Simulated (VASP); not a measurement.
Wanted: the native input for a VASP 6.6.1 run.

```yaml
Task: single point
Functional: PBE
Potentials_or_basis: VASP PAW PBE potentials, release 64 (Ta_pv, Si)
Cutoff: 520 eV
k_mesh: 13 × 13 × 12
Occupations: fermi-dirac, width 0.05 eV
Spin: no spin polarisation
Dipole_correction: no
Further_INCAR_settings: ALGO = Normal; EDIFF = 1e-07; NBANDS = 14
```

The structure of TaSi (WC type) lies in POSCAR:

```
TaSi
1.0
    3.0512117004      0.0000000000      0.0000000000
   -1.5256058502      2.6424268449      0.0000000000
    0.0000000000      0.0000000000      4.0125002787
Ta Si
1 1
Direct
    0.0000000000      0.0000000000      0.0000000000
    0.3333333333      0.6666666667      0.5000000000
```

These files were run (other wordings do the same):

INCAR

```
  ALGO = Normal
  EDIFF = 1E-7
  ENCUT = 520
  GGA = PE
  ISIF = 2
  ISMEAR = -1
  LASPH = T
  LCHARG = T
  LELF = T
  LREAL = F
  LVHAR = T
  LWAVE = F
  NBANDS = 14
  NELM = 80
  PREC = Accurate
  SIGMA = 0.05
```

KPOINTS

```
k-points
0
Gamma
  13 13 12
```

Potentials or basis: VASP PAW PBE potentials, release 64 (Ta_pv, Si).

Run with:

```sh
$ cat potpaw_PBE.64/Ta_pv/POTCAR potpaw_PBE.64/Si/POTCAR > POTCAR
$ mpirun -np 1 vasp_std > vasp.out
```

Results of the run:

```json
{
  "Pressure": "-0.8 GPa"
}
```

Run time: 24 s on 1 thread of Intel(R) Xeon(R) Platinum 8559C (Emerald Rapids) (shared host), peak memory 0.2 GiB.
